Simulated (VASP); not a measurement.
## WS2: single point with PBEsol

The system is WS2, a slab with vacuum.

```
CELL_PARAMETERS angstrom
3.14578 0.00000 0.00000
-1.57289 2.72432 0.00000
0.00000 0.00000 33.90684
ATOMIC_POSITIONS crystal
W 0.33333 0.66667 0.50000
W 0.33333 0.66667 0.00000
S 0.72871 0.37876 0.45379
S 0.66667 0.33333 0.95379
S 0.66667 0.33333 0.04621
S 0.60462 0.28791 0.54621
```

This cell differs from its parent crystal: atoms displaced along a vibrational mode.

| Quantity | Value |
| --- | --- |
| Program | VASP 6.6.1 |
| Task | single point |
| Functional | PBEsol |
| Potentials or basis | VASP PAW PBE potentials, release 64 (W_sv, S) |
| Cutoff | 520 eV |
| k mesh | 12 × 12 × 1 |
| Occupations | gaussian, width 0.05 eV |
| Spin | no spin polarisation |
| Dipole correction | no |
| Further INCAR settings | ALGO = Normal; EDIFF = 1e-06; NBANDS = 35 |

* Largest force: 2.035 eV/Å
* Band gap on the k mesh: 1.87 eV

Forces in eV/Å, atoms in the order of the input:
```
W    0.517  0.000  0.075
W    0.000  0.000  0.000
S   -1.524 -1.266 -0.465
S    0.000  0.000 -0.021
S    0.000  0.000  0.021
S    1.008  1.266  0.389
```

Levels at points of the mesh, in eV from the valence-band top:
```csv
k point,band 23,band 24,band 25,band 26,band 27,band 28,band 29,band 30
"(0.00, 0.00, 0.00)",-1.63,-1.63,-0.19,-0.10,2.52,2.61,2.93,2.93
"(0.50, 0.00, 0.00)",-1.24,-1.20,-1.02,-0.85,2.89,2.95,3.32,3.37
"(0.00, 0.50, 0.00)",-1.24,-1.19,-1.02,-0.89,2.89,2.95,3.29,3.37
"(0.50, 0.50, 0.00)",-1.24,-1.17,-1.02,-0.93,2.88,2.95,3.25,3.37
```

It took 34 min on 1 thread of Intel Xeon 8259CL, with other jobs on the host, peak memory 0.77 GiB.

Caveat: the cell differs from its parent crystal (atoms displaced along a vibrational mode); there is no dipole correction, which matters where the two faces differ; the PAW data sets were made with another functional, which shifts forces and pressure a little; spin-orbit coupling is left out, which moves the levels of the heavy elements.
